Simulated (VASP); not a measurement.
ZnSn2N3:

```
Zn Sn N
1.0
     5.82133    0.00000    0.00000
    -2.91066    5.04142    0.00000
     0.00000    0.00000    3.26976
Zn Sn N
1 2 3
Direct
  0.00000 0.00000 0.00000
  0.33333 0.66667 0.00000
  0.66667 0.33333 0.00000
  0.50000 0.00000 0.50000
  0.50000 0.50000 0.50000
  0.00000 0.50000 0.50000
```

The cell was generated, and may not be a known phase.

```yaml
Program: VASP 6.6.1
Task: relaxation of cell and atoms
Functional: PBE
Potentials_or_basis: VASP PAW PBE potentials, release 64 (Zn, Sn_d, N)
Cutoff: 600 eV
k_mesh: 3 × 3 × 6
Occupations: gaussian, width 0.1 eV
Spin: no spin polarisation
```

At the start: pressure -8.8 GPa; volume 15.99 Å³/atom.

Where does the relaxation end?

Over 5 steps the energy falls by 145.8 meV/atom and the volume is 14.62 Å³/atom (-8.6 %); space group P6/mmm (No. 191, to 0.1 Å) before and after.

The path:
| step | energy change (eV) | largest force (eV/Å) | pressure (GPa) | volume (Å³) |
| --- | --- | --- | --- | --- |
| 1 | 0.0000 | 0.0000 | -8.84 | 95.96 |
| 2 | -0.8014 | 0.0000 | 5.43 | 83.81 |
| 3 | -0.8612 | 0.0000 | 1.84 | 85.91 |
| 4 | -0.8611 | 0.0000 | 1.50 | 86.11 |
| 5 | -0.8745 | 0.0000 | -0.31 | 87.70 |

Final structure:
```
CELL_PARAMETERS angstrom
5.86170 0.00000 0.00000
-2.93085 5.07638 0.00000
0.00000 0.00000 2.94733
ATOMIC_POSITIONS crystal
Zn 0.00000 0.00000 0.00000
Sn 0.33333 0.66667 0.00000
Sn 0.66667 0.33333 0.00000
N 0.50000 0.00000 0.50000
N 0.50000 0.50000 0.50000
N 0.00000 0.50000 0.50000
```

Caveat: the k points lie up to 0.41 Å⁻¹ apart in the final cell, too coarse for converged energies and pressures of a metal; an odd number of electrons without spin polarisation forces a metal; a magnetic or distorted state may lie lower.
